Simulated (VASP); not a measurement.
# Au (P-3m1) in VASP: single point with PBEsol

Aim: the single point of Au with PBEsol.

Program: VASP 6.6.1. These are calculated values, not measurements. Logs are shortened: lines on timing, memory, paths and dates and some standing lists are left out, and cuts for length are marked.

## 1. The cell of the first run

Symmetry: P-3m1, No. 164, trigonal system. The conventional cell has a = 2.893 Å, b = 2.893 Å, c = 14.022 Å, α = 90.00°, β = 90.00°, γ = 120.00°. Au (site symmetry 3m) has 12 Au at 2.77 to 2.89 Å within 3.7 Å. Within 3.8 Å of Au (site symmetry 3m) lie 12 Au at 2.89 Å. Au (site symmetry 3m) has 12 Au at 2.89 Å within 3.8 Å.

## 2. Single point, PBEsol (the distance across one plane changed)

File INCAR:

```
SYSTEM = Au
PREC = Accurate
ENCUT = 520
EDIFF = 1E-6
ISMEAR = 0
SIGMA = 0.15
LREAL = .False.
LASPH = .True.
NELM = 80
ALGO = Fast
ISIF = 2
LWAVE = .False.
LCHARG = .True.
GGA = PS
LELF = .True.
LVHAR = .True.
NBANDS = 42
```

File KPOINTS:

```
Automatic mesh
0
Gamma
  18 18 4
  0 0 0
```

File POSCAR:

```
Au
1.0
    2.0455000000     -2.0455000000      0.0000000000
    2.0455000000      0.0000000000     -2.0455000000
    8.0953974596      8.0953974596      8.0953974596
Au
6
Direct
    0.6666666667      0.6666666667      0.0842079676
    0.0000000000      0.0000000000      0.9264560928
    0.3333333333      0.3333333333      0.2526575926
    0.6666666667      0.6666666667      0.5895568427
    0.0000000000      0.0000000000      0.4211072177
    0.3333333333      0.3333333333      0.7580064677
```

Potentials or basis: VASP PAW PBE potentials, release 64 (Au).

The run is started by

```bash
> cat potpaw_PBE.64/Au/POTCAR > POTCAR
> mpirun -np 1 vasp_std > vasp.out
```

OUTCAR:

```text
SYSTEM = Au
   PREC = Accurate
   ENCUT = 520
   EDIFF = 1E-6
   ISMEAR = 0
   LREAL = .False.
   LASPH = .True.
   NELM = 80
   ISIF = 2
   GGA = PS

 ion  position               nearest neighbor table
   1  0.667  0.667  0.084-   2 2.77   2 2.77   2 2.77   3 2.89   3 2.89   3 2.89
   2  0.000  0.000  0.926-   1 2.77   1 2.77   1 2.77   6 2.89   6 2.89   6 2.89
   3  0.333  0.333  0.253-   1 2.89   1 2.89   1 2.89   5 2.89   5 2.89   5 2.89
   4  0.667  0.667  0.590-   6 2.89   6 2.89   5 2.89   5 2.89   5 2.89   6 2.89
   5  0.000  0.000  0.421-   4 2.89   4 2.89   4 2.89   3 2.89   3 2.89   3 2.89
   6  0.333  0.333  0.758-   4 2.89   4 2.89   4 2.89   2 2.89   2 2.89   2 2.89

  LATTYP: Found a hexagonal cell.
 ALAT       =     2.8927738418
 C/A-ratio  =     4.8471261406

  Lattice vectors:

 A1 = (  -2.0455000000,   0.0000000000,   2.0455000000)
 A2 = (   2.0455000000,  -2.0455000000,  -0.0000000000)
 A3 = (   8.0953974596,   8.0953974596,   8.0953974596)

Analysis of symmetry for initial positions (statically):
=====================================================================
 Subroutine PRICEL returns:
 Original cell was already a primitive cell.

 Routine SETGRP: Setting up the symmetry group for a
 hexagonal supercell.

 Subroutine GETGRP returns: Found 12 space group operations
 (whereof  6 operations were pure point group operations)
 out of a pool of 24 trial point group operations.

The static configuration has the point symmetry C_3v.
 The point group associated with its full space group is D_3d.

Analysis of symmetry for dynamics (positions and initial velocities):
=====================================================================
 Subroutine PRICEL returns:
 Original cell was already a primitive cell.

 Routine SETGRP: Setting up the symmetry group for a
 hexagonal supercell.

 Subroutine GETGRP returns: Found 12 space group operations
 (whereof  6 operations were pure point group operations)
 out of a pool of 24 trial point group operations.

The dynamic configuration has the point symmetry C_3v.
 The point group associated with its full space group is D_3d.

 Subroutine INISYM returns: Found 12 space group operations
 (whereof  6 operations are pure point group operations),
 and found     1 'primitive' translations

----------------------------------------------------------------------------------------

                                     Primitive cell

  volume of cell :     101.6151

  direct lattice vectors                    reciprocal lattice vectors
     2.045500000 -2.045500000  0.000000000     0.162959342 -0.325918683  0.162959342
     2.045500000  0.000000000 -2.045500000     0.162959342  0.162959342 -0.325918683
     8.095397460  8.095397460  8.095397460     0.041175660  0.041175660  0.041175660

  length of vectors
     2.892773842  2.892773842 14.021639707     0.399167236  0.399167236  0.071318335

  position of ions in fractional coordinates (direct lattice)
     0.666666667  0.666666667  0.084207968
     0.000000000  0.000000000  0.926456093
     0.333333333  0.333333333  0.252657593
     0.666666667  0.666666667  0.589556843
     0.000000000  0.000000000  0.421107218
     0.333333333  0.333333333  0.758006468

  ion indices of the primitive-cell ions
   primitive index   ion index
                 1           1
                 2           2
                 3           3
                 4           4
                 5           5
                 6           6

----------------------------------------------------------------------------------------

 KPOINTS: Automatic mesh

Automatic generation of k-mesh.
 Grid dimensions read from file:
 generate k-points for:   18   18    4

 Generating k-lattice:

  Cartesian coordinates                     Fractional coordinates (reciprocal lattice)
     0.009053297 -0.018106594  0.009053297     0.055555556  0.000000000  0.000000000
     0.009053297  0.009053297 -0.018106594     0.000000000  0.055555556  0.000000000
     0.010293915  0.010293915  0.010293915     0.000000000  0.000000000  0.250000000

  Length of vectors
     0.022175958  0.022175958  0.017829584

  Shift w.r.t. Gamma in fractional coordinates (k-lattice)
     0.000000000  0.000000000  0.000000000

 Subroutine IBZKPT returns following result:
 ===========================================

 Found    138 irreducible k-points:

 Following reciprocal coordinates:
            Coordinates               Weight
  0.000000  0.000000  0.000000      1.000000
  0.055556  0.000000  0.000000      6.000000
  0.111111  0.000000  0.000000      6.000000
  0.166667  0.000000  0.000000      6.000000
  0.222222  0.000000  0.000000      6.000000
  0.277778  0.000000  0.000000      6.000000
[... 16 lines left out ...]
  0.444444  0.111111  0.000000     12.000000
  0.500000  0.111111 -0.000000     12.000000
 [... further k-points ...]
   k-points           NKPTS =    138   k-points in BZ     NKDIM =    138   number of bands    NBANDS=     42
   number of dos      NEDOS =    301   number of ions     NIONS =      6
   total plane-waves  NPLWV =  62208
   dimension x,y,z NGX =    24 NGY =   24 NGZ =  108
   dimension x,y,z NGXF=    48 NGYF=   48 NGZF=  216
   ions per type =               6
   NGX,Y,Z   is equivalent  to a cutoff of  13.79, 13.79, 12.80 a.u.
   NGXF,Y,Z  is equivalent  to a cutoff of  27.59, 27.59, 25.61 a.u.
 SYSTEM =  Au
   PREC   = accura    normal or accurate (medium, high low for compatibility)
   ISTART =      0    job   : 0-new  1-cont  2-samecut
   ICHARG =      2    charge: 1-file 2-atom 10-const
   ISPIN  =      1    spin polarized calculation?
   LNONCOLLINEAR =      F non collinear calculations
   LSORBIT =      F    spin-orbit coupling
   LASPH  =      T    aspherical Exc in radial PAW
   ENCUT  =  520.0 eV  38.22 Ry    6.18 a.u.   5.38  5.38 26.07*2*pi/ulx,y,z
   NELM   =     80;   NELMIN=  2; NELMDL= -5     # of ELM steps
   EDIFF  = 0.1E-05   stopping-criterion for ELM
   LREAL  =      F    real-space projection
   EDIFFG = 0.1E-04   stopping-criterion for IOM
   NSW    =      0    number of steps for IOM
   IBRION =     -1    ionic relax: 0-MD 1-quasi-New 2-CG
   NFREE  =      0    steps in history (QN), initial steepest desc. (CG)
   ISIF   =      2    stress and relaxation
   ISYM   =      2    0-nonsym 1-usesym 2-fastsym
   POTIM  = 0.5000    time-step for ionic-motion
   TEBEG  =    0.0;   TEEND  =   0.0 temperature during run
   PSTRESS=    0.0 pullay stress
   NELECT =      66.0000    total number of electrons
   NUPDOWN=      -1.0000    fix difference up-down
   EMIN   =  10.00;   EMAX   =-10.00  energy-range for DOS
   EFERMI =   0.00;   METHOD = LEGACY
   ISMEAR =     0;   SIGMA  =   0.15  broadening in eV -4-tet -1-fermi 0-gaus
   EFERMI_NEDOS =   21; number of points for ismear=-14 and -15
   IALGO  =     68    algorithm
   IMIX   =      4    mixing-type and parameters
     AMIX     =   0.40;   BMIX     =  1.00
     AMIX_MAG =   1.60;   BMIX_MAG =  1.00
  volume/ion in A,a.u.               =      16.94       114.29
  Fermi-wavevector in a.u.,A,eV,Ry     =   1.417762  2.679182 27.348380  2.010049
  Thomas-Fermi vector in A             =   2.538958
   LORBIT       =      0    0 simple, 1 ext, 2 COOP (PROOUT), +10 PAW based schemes
   GGA     = PS    functional components
   LHFCALC =     F    Hartree Fock is set to
   AEXX    =    0.0000 exact exchange contribution
   IVDW    =     0    specifies the selected vdW correction
   LEPSILON=     F    determine dielectric tensor
   LRPA    =     F    only Hartree local field effects (RPA)
 non-spin polarized calculation
 RMM-DIIS sequential band-by-band and
 Gauss-broadening in eV      SIGMA  =   0.15
  energy-cutoff  :      520.00
  volume of cell :      101.62
 maximum number of plane-waves:      2789
 NGX is ok and might be reduce to    24
   NGX = 11   NGY = 11   NGZ = 53

 number of electron      66.0000009 magnetization

 Free energy of the ion-electron system (eV)
  ---------------------------------------------------
  ext. energy  EPLUGINS =         0.00000000
  ---------------------------------------------------
  free energy    TOTEN  =       -23.50585848 eV

  energy without entropy =      -23.48800454  energy(sigma->0) =      -23.49693151

 E-fermi :   9.3883     XC(G=0): -12.9200

 val. band max:        9.3635262274   @ k =   0.3333   0.1667   0.0000
 cond. band min:       9.3950993801   @ k =   0.5000   0.2222  -0.0000
 fundamental gap:      0.0315731528
 Fermi energy:         9.3883117531

 k-point     1 :       0.0000    0.0000    0.0000
  band No.  band energies     occupation
      1      -0.6353      2.00000
      2       0.2693      2.00000
      3       0.4135      2.00000
      4       1.8206      2.00000
      5       1.8798      2.00000
      6       2.0415      2.00000
[... 34 lines left out ...]
     41      23.6987      0.00000
     42      23.9834      0.00000

 k-point     2 :       0.0556    0.0000    0.0000
  band No.  band energies     occupation
      1      -0.5398      2.00000
      2       0.3599      2.00000
      3       0.5038      2.00000
      4       1.9064      2.00000
      5       1.9684      2.00000
      6       2.1226      2.00000
[... 34 lines left out ...]
     41      23.7205      0.00000
     42      24.0792      0.00000

 k-point     3 :       0.1111    0.0000    0.0000
  band No.  band energies     occupation
      1      -0.2593      2.00000
      2       0.6218      2.00000
      3       0.7645      2.00000
      4       2.1467      2.00000
      5       2.2222      2.00000
      6       2.3540      2.00000
[... 897 lines left out ...]
      4       2.8283      2.00000
      5       2.8518      2.00000
      6       3.0859      2.00000
[... 34 lines left out ...]
     41      16.8990      0.00000
     42      17.1762      0.00000

 k-point    24 :       0.5000    0.1111   -0.0000
  band No.  band energies     occupation
      1       2.1775      2.00000
      2       2.4102      2.00000
      3       2.7178      2.00000
      4       2.7495      2.00000
      5       2.8963      2.00000
      6       2.9789      2.00000
[... 34 lines left out ...]
     41      15.4107      0.00000
     42      17.6100      0.00000

 [... further k-points ...]

------------------------ aborting loop because EDIFF is reached ----------------------------------------

  FORCE on cell =-STRESS in cart. coord.  units (eV):
  Direction    XX          YY          ZZ          XY          YZ          ZX
  --------------------------------------------------------------------------------------
  -------------------------------------------------------------------------------------
  Total        0.5993874      0.5993874      0.5993874      0.0992033      0.0992033      0.0992033
  in kB        9.4506089      9.4506089      9.4506089      1.5641501      1.5641501      1.5641501
  external PRESSURE =       9.4506089 kB  Pullay stress =       0.0000000 kB

 VOLUME and BASIS-vectors are now :
 -----------------------------------------------------------------------------
  energy-cutoff  :      520.00
  volume of cell :      101.62
      direct lattice vectors                 reciprocal lattice vectors
     2.045500000 -2.045500000  0.000000000     0.162959342 -0.325918683  0.162959342
     2.045500000  0.000000000 -2.045500000     0.162959342  0.162959342 -0.325918683
     8.095397460  8.095397460  8.095397460     0.041175660  0.041175660  0.041175660

 POSITION                                       TOTAL-FORCE (eV/Angst)
 -----------------------------------------------------------------------------------
      3.40903     -0.68197     -0.68197         0.471232      0.471232      0.471232
      7.50003      7.50003      7.50003        -0.471232     -0.471232     -0.471232
      3.40903      1.36353      1.36353        -0.002261     -0.002261     -0.002261
      7.50003      3.40903      3.40903        -0.003234     -0.003234     -0.003234
      3.40903      3.40903      3.40903         0.003234      0.003234      0.003234
      7.50003      5.45453      5.45453         0.002261      0.002261      0.002261
 -----------------------------------------------------------------------------------
    total drift:                               -0.000004     -0.000004     -0.000004

  FREE ENERGIE OF THE ION-ELECTRON SYSTEM (eV)
  ---------------------------------------------------
  free  energy   TOTEN  =       -23.5058584770 eV

  energy  without entropy=      -23.4880045419  energy(sigma->0) =      -23.49693151
```

It took 13 min on 1 thread of Oxide Virtual Turin-like, shared host; peak memory 0.49 GiB.

Results:

| Property | Result |
| --- | --- |
| Free energy | -23.5059 eV |
| Pressure | 0.9 GPa |
| Largest force | 0.816 eV/Å |
| Band gap on the k mesh | zero (bands 33 and 34 overlap by 4.87 eV) |

Forces on the atoms (eV/Å):
```
Au   0.471  0.471  0.471
Au  -0.471 -0.471 -0.471
Au  -0.002 -0.002 -0.002
Au  -0.003 -0.003 -0.003
Au   0.003  0.003  0.003
Au   0.002  0.002  0.002
```

Stress tensor (GPa, compression positive):
```
0.95 0.16 0.16
0.16 0.95 0.16
0.16 0.16 0.95
```

Levels at points of the mesh, in eV from the Fermi level:
| k point | band 31 | band 32 | band 33 | band 34 | band 35 | band 36 | band 37 | band 38 |
| --- | --- | --- | --- | --- | --- | --- | --- | --- |
| (0.00, 0.00, 0.00) | -2.60 | -2.52 | -2.52 | -1.93 | -1.93 | -0.97 | 3.20 | 7.91 |
| (0.50, 0.00, 0.00) | -1.08 | 0.59 | 0.62 | 0.94 | 1.07 | 1.09 | 3.04 | 4.05 |
| (0.00, 0.00, 0.50) | -2.28 | -2.26 | -2.14 | -2.14 | -2.09 | -2.09 | 4.79 | 5.09 |
| (0.50, 0.00, 0.50) | -0.23 | -0.16 | 0.95 | 0.98 | 1.03 | 1.04 | 3.25 | 3.32 |

Caveat: the cell differs from its parent crystal (the distance across one plane changed); the PAW data sets were made with another functional, which shifts forces and pressure a little; spin-orbit coupling is left out, which moves the levels of the heavy elements.

The gap in the log of VASP goes by the Fermi energy; the results here count the filled bands.